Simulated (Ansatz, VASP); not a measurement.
GaSb3: VASP beside Ansatz

```
Ga Sb
1.0
     3.33221    1.92385    2.70985
    -3.33221    1.92385    2.70985
     0.00000   -3.84771    2.70985
Ga Sb
1 3
Direct
  0.00000 0.00000 0.00000
  0.00000 0.50000 0.50000
  0.50000 0.50000 0.00000
  0.50000 0.00000 0.50000
```

Change from the starting cell: species swapped into the EuBi3 type (R-3m, No. 166).

Alike in both runs: functional PBE; k mesh 4 × 4 × 4; occupations gaussian, width 0.2 eV; no spin polarisation.

Ansatz relaxed the structure, and its values are those at the end. VASP's run is a single point on that final structure, the one shown.

|  | VASP | Ansatz |
| --- | --- | --- |
| version | VASP 6.6.1 | Ansatz 0.2.0 |
| potentials or method | VASP PAW PBE potentials, release 64 (Ga_d, Sb), cutoff 500 eV | scalar-relativistic, plane waves, PAW |
| valence electrons in the cell | 28 | 58 |

|  | VASP | Ansatz | Ansatz less VASP |
| --- | --- | --- | --- |
| gap on the k mesh at the Fermi level (eV) | none | none | - |
| pressure (GPa) | 0.5 | 0.6 | +0.08 |

A gap of «none» marks a metal or a gap that the smearing closes. VASP's potentials hold 28 valence electrons a cell and Ansatz's 58, so a difference there can come from the potentials and not from the codes.

Spin-orbit coupling is off throughout.
